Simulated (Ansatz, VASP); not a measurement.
Two plane-wave programs on Ge

File INCAR:

```
PREC = Accurate ; ENCUT = 500
EDIFF = 1E-6 ; ISMEAR = 0
SIGMA = 0.1 ; LREAL = False
LASPH = True ; NELM = 120
ALGO = Normal ; ISIF = 2
LWAVE = False ; LCHARG = True
GGA = CA ; LELF = True
LVHAR = True ; NBANDS = 96
GGA_COMPAT = False
```

The input KPOINTS:

```
Automatic mesh
0
Gamma
  4 4 4
```

POSCAR

```
Ge
1.0
    5.9372086600      0.0000000000      0.0000000000
    0.0000000000      5.9372086600      0.0000000000
    0.0000000000      0.0000000000      7.0806530000
Ge
12
Direct
    0.0856035700      0.0856035700      0.0000000000
    0.4143964300      0.5856035700      0.7500000000
    0.5856035700      0.4143964300      0.2500000000
    0.9143964300      0.9143964300      0.5000000000
    0.1694391000      0.3720959400      0.2454362400
    0.1279040600      0.6694391000      0.9954362400
    0.8720959400      0.3305609000      0.4954362400
    0.6694391000      0.1279040600      0.0045637600
    0.3305609000      0.8720959400      0.5045637600
    0.8305609000      0.6279040600      0.7454362400
    0.3720959400      0.1694391000      0.7545637600
    0.6279040600      0.8305609000      0.2545637600
```

Input for Ansatz:

```yaml
crystal:
  lattice:
    - [5.93720866, 0.0, 0.0]
    - [0.0, 5.93720866, 0.0]
    - [0.0, 0.0, 7.080653]
  atoms:
    - { symbol: Ge, position: [0.08560357, 0.08560357, 0.0] }
    - { symbol: Ge, position: [0.41439643, 0.58560357, 0.75] }
    - { symbol: Ge, position: [0.58560357, 0.41439643, 0.25] }
    - { symbol: Ge, position: [0.91439643, 0.91439643, 0.5] }
    - { symbol: Ge, position: [0.1694391, 0.37209594, 0.24543624] }
    - { symbol: Ge, position: [0.12790406, 0.6694391, 0.99543624] }
    - { symbol: Ge, position: [0.87209594, 0.3305609, 0.49543624] }
    - { symbol: Ge, position: [0.6694391, 0.12790406, 0.00456376] }
    - { symbol: Ge, position: [0.3305609, 0.87209594, 0.50456376] }
    - { symbol: Ge, position: [0.8305609, 0.62790406, 0.74543624] }
    - { symbol: Ge, position: [0.37209594, 0.1694391, 0.75456376] }
    - { symbol: Ge, position: [0.62790406, 0.8305609, 0.25456376] }
basis:
  ecutwfc: 420
kpoints:
  mp_grid: { grid: [4, 4, 4] }
hamiltonian:
  xc: lda
  pseudopotentials: { kind: paw, azcp: { folder: soft_1 } }
scf:
  occupations: { method: gaussian, width: 0.1 }
output:
  forces: true
  stress: true
  eigenvalues: true
```

Alike in both runs: task single point; functional LDA; k mesh 4 × 4 × 4; occupations gaussian, width 0.1 eV; no spin polarisation.

|  | VASP | Ansatz |
| --- | --- | --- |
| version | VASP 6.6.1 | Ansatz 0.2.0 |
| potentials or method | VASP PAW LDA potentials, release 64 (Ge_d), cutoff 500 eV | scalar-relativistic, plane waves, PAW |
| valence electrons in the cell | 168 | 168 |

```tsv
	VASP	Ansatz	Ansatz less VASP
gap on the k mesh at the Fermi level (eV)	0.90	0.88	-0.014
least direct gap on the mesh (eV)	1.21	1.20	-0.014
pressure (GPa)	-2.2	-2.3	-0.08
traceless stress, the component that is largest in VASP (GPa)	0.11	0.13	+0.015
rms of the force components (eV/Å)	0.023	0.023	-0.0007
```

Ansatz warns that its potentials were made for another functional, while VASP's fit it. LDA's correlation is that of Perdew and Zunger in VASP and of Perdew and Wang (1992) in Ansatz. Atom by atom the forces differ by 0.003 eV/Å (rms over components).
